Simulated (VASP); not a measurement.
A run of VASP 6.6.1 is set up as follows.

INCAR

```
SYSTEM = HfC
ALGO = Normal
DIPOL = 0.5 0.5 0.500
EDIFF = 1E-6
ENCUT = 520
GGA = PE
IDIPOL = 3
ISIF = 2
ISMEAR = 0
LASPH = .True.
LCHARG = .False.
LDIPOL = .True.
LREAL = .False.
LWAVE = .False.
NBANDS = 62
NELM = 80
PREC = Accurate
SIGMA = 0.1
```

The input KPOINTS:

```
k-points
0
Gamma
  11 8 1
  0 0 0
```

POSCAR

```
HfC
1.0
    3.2891025716      0.0000000000      0.0000000000
    0.0000000000      4.6514934648      0.0000000000
    0.0000000000      0.0000000000     24.8673077149
Hf C
7 7
Direct
    0.5000000000      0.0000000000      0.3072832553
    0.0000000000      0.5000000000      0.3668287534
    0.5000000000      0.0000000000      0.4353946738
    0.0000000000      0.5000000000      0.5000000005
    0.5000000000      0.0000000000      0.5646053270
    0.0000000000      0.5000000000      0.6331712467
    0.5000000000      0.0000000000      0.6927167446
    0.5000000000      0.5000000000      0.3034742258
    0.0000000000      0.0000000000      0.3649740033
    0.5000000000      0.5000000000      0.4337486282
    0.0000000000      0.0000000000      0.5000000006
    0.5000000000      0.5000000000      0.5662513720
    0.0000000000      0.0000000000      0.6350259959
    0.5000000000      0.5000000000      0.6965257729
```

Potentials or basis: VASP PAW PBE potentials, release 64 (Hf_pv, C).

Run with:

```sh
$ cat potpaw_PBE.64/Hf_pv/POTCAR potpaw_PBE.64/C/POTCAR > POTCAR
$ mpirun -np 1 vasp_std > vasp.out
```

Question: What does it give for the largest force?

Answer: 0.074 eV/Å.

Question: Estimate the band gap on the k mesh.

Answer: Zero (bands 49 and 50 overlap by 0.63 eV).

Forces on the atoms (eV/Å):
```
Hf   0.000  0.000  0.074
Hf   0.000  0.000 -0.013
Hf   0.000  0.000  0.000
Hf   0.000  0.000  0.000
Hf   0.000  0.000  0.000
Hf   0.000  0.000  0.013
Hf   0.000  0.000 -0.074
C    0.000  0.000  0.021
C    0.000  0.000 -0.011
C    0.000  0.000  0.004
C    0.000  0.000  0.000
C    0.000  0.000 -0.004
C    0.000  0.000  0.011
C    0.000  0.000 -0.021
```

Caveat: spin-orbit coupling is left out, which moves the levels of the heavy elements.
